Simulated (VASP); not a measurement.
MgO (zincblende type): single point with LDA

MgO (zincblende type):

```
CELL_PARAMETERS angstrom
0.00000 1.94675 1.94675
1.94675 0.00000 1.94675
1.94675 1.94675 0.00000
ATOMIC_POSITIONS crystal
Mg 0.00000 0.00000 0.00000
O 0.25000 0.25000 0.25000
```

This cell differs from its parent crystal: volume scaled by 0.64.

```yaml
Program: VASP 6.6.1
Task: single point
Functional: LDA
Potentials_or_basis: VASP PAW LDA potentials, release 64 (Mg, O)
Cutoff: 600 eV
k_mesh: 16 × 16 × 16
Occupations: fermi-dirac, width 0.05 eV
Spin: no spin polarisation
```

```yaml
Pressure: 147.9 GPa
Band_gap_on_the_k_mesh: 6.95 eV, indirect (least direct gap 6.99 eV)
```

Levels at points of the mesh, in eV from the valence-band top:
```csv
k point,band 1,band 2,band 3,band 4,band 5,band 6,band 7,band 8
"(0.00, 0.00, 0.00)",-17.42,-0.04,-0.04,-0.04,6.95,22.25,22.25,22.25
"(0.50, 0.00, 0.00)",-15.66,-4.58,-0.17,-0.17,12.27,13.62,18.15,18.15
"(0.50, 0.50, 0.00)",-15.14,-3.91,-0.87,-0.87,7.02,14.15,22.14,22.83
```

It took 14 s on 1 thread of Intel Xeon 6975P-C, with other jobs on the host, peak memory 0.16 GiB.

 A k mesh can miss the band edges.
